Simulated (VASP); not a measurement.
Input of a VASP 6.6.1 run:

File INCAR:

```
SYSTEM = Sb
PREC     = Accurate       ! precision mode
ENCUT    = 500            ! plane-wave cutoff, eV
EDIFF    = 1E-6           ! SCF threshold, eV
ISMEAR   = 1              ! smearing method
SIGMA    = 0.1            ! smearing width, eV
LREAL    = .FALSE.        ! projectors in reciprocal space
LASPH    = .TRUE.         ! aspherical terms in the spheres
NELM     = 120            ! most SCF steps
ALGO     = Normal         ! electronic algorithm
ISIF     = 2              ! what is computed and relaxed
LWAVE    = .FALSE.        ! write WAVECAR
LCHARG   = .FALSE.        ! write CHGCAR
GGA      = PE             ! functional
NBANDS   = 8              ! bands
GGA_COMPAT= .FALSE.
```

File KPOINTS:

```
regular mesh
0
G
  10 10 10
  0 0 0
```

POSCAR

```
Sb
1.0
    0.0000000000      2.1841674304      2.1841674304
    2.1841674304      0.0000000000      2.1841674304
    2.1841674304      2.1841674304      0.0000000000
Sb
1
Direct
    0.0000000000      0.0000000000      0.0000000000
```

Potentials or basis: VASP PAW PBE potentials, release 64 (Sb).

Run with:

```bash
$ cat potpaw_PBE.64/Sb/POTCAR > POTCAR
$ mpirun -np 1 vasp_std > vasp.out
```

Question: Predict the pressure.

Answer: 30.0 GPa.

Question: Estimate the band gap on the k mesh.

Answer: Zero (an odd number of electrons rules out a gap without spin polarisation).

Caveat: the cell stands under pressure; spin-orbit coupling is left out, which moves the levels of the heavy elements.
